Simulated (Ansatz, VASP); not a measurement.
## Two plane-wave programs on Te

INCAR

```
SYSTEM = Te
PREC = Accurate
ENCUT = 520
EDIFF = 1E-6
ISMEAR = 0
SIGMA = 0.1
LREAL = .False.
LASPH = .True.
NELM = 60
ALGO = Normal
ISIF = 2
LWAVE = .False.
LCHARG = .False.
GGA = PE
NBANDS = 9
```

KPOINTS

```
regular mesh
0
Gamma
  6 6 6
  0 0 0
```

File POSCAR:

```
Te
1.0
    3.4731943785      0.0000000000      0.0000000000
   -1.7365971893      3.0078745641      0.0000000000
    0.0000000000      0.0000000000      3.2452659974
Te
1
Direct
    0.0000000000      0.0000000000      0.0000000000
```

Input for Ansatz:

```yaml
crystal:
  lattice:
    - [3.4731943785, 0.0, 0.0]
    - [-1.7365971893, 3.0078745641, 0.0]
    - [0.0, 0.0, 3.2452659974]
  atoms:
    - { symbol: Te, position: [0.0, 0.0, 0.0] }
basis:
  ecutwfc: 420
kpoints:
  mp_grid: { grid: [6, 6, 6] }
hamiltonian:
  xc: pbe
scf:
  occupations: { method: gaussian, width: 0.1 }
  lower_state_search: "off"
output:
  forces: true
  stress: true
  eigenvalues: true
```

Alike in both runs: task single point; functional PBE; k mesh 6 × 6 × 6; occupations gaussian, width 0.1 eV; no spin polarisation.

|  | VASP | Ansatz |
| --- | --- | --- |
| version | VASP 6.6.1 | Ansatz 0.2.0 |
| potentials or method | VASP PAW PBE potentials, release 64 (Te), cutoff 520 eV | scalar-relativistic, plane waves, PAW |
| valence electrons in the cell | 6 | 16 |

VASP gave:

- gap on the k mesh at the Fermi level (eV): none
- pressure (GPa): -4.2
- traceless stress, the component that is largest in VASP (GPa): -0.35

Problem. What did Ansatz give for the same quantities?

Solution. gap on the k mesh at the Fermi level (eV): none; pressure (GPa): -4.1; traceless stress, the component that is largest in VASP (GPa): -0.36.

A gap of «none» marks a metal or a gap that the smearing closes. The functional is the same, so the differences come from potentials, cutoffs and numerics. VASP's potentials hold 6 valence electrons a cell and Ansatz's 16, so a difference there can come from the potentials and not from the codes.

Spin-orbit coupling is off throughout.
